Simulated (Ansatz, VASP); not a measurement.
YZr2O2: VASP beside Ansatz

```
Y Zr O
1.0
     3.29657    0.00000    0.00000
    -1.64828    2.85491    0.00000
     0.00000    0.00000    8.14874
Y Zr O
1 2 2
Direct
  0.00000 0.00000 0.00000
  0.33333 0.66667 0.34207
  0.66667 0.33333 0.65793
  0.33333 0.66667 0.83407
  0.66667 0.33333 0.16593
```

Change from the starting cell: species swapped into the Mn2ZnAs2 type (P-3m1, No. 164).

Alike in both runs: task relaxation of cell and atoms; functional PBE; k mesh 12 × 12 × 6; occupations gaussian, width 0.1 eV; no spin polarisation.

|  | VASP | Ansatz |
| --- | --- | --- |
| version | VASP 6.6.1 | Ansatz 0.2.0 |
| potentials or method | VASP PAW PBE potentials, release 64 (Y_sv, Zr_sv, O), cutoff 600 eV | scalar-relativistic, plane waves, PAW |
| valence electrons in the cell | 47 | 47 |

```tsv
	VASP	Ansatz	Ansatz less VASP
gap on the k mesh at the Fermi level, each at its own relaxed structure (eV)	none	none	-
relaxed volume (Å³/atom)	15.34	15.35	+0.003
relaxed length of the cell vector where the two differ most in proportion (Å)	8.154	8.152	-0.0025
```

A gap of «none» marks a metal or a gap that the smearing closes.
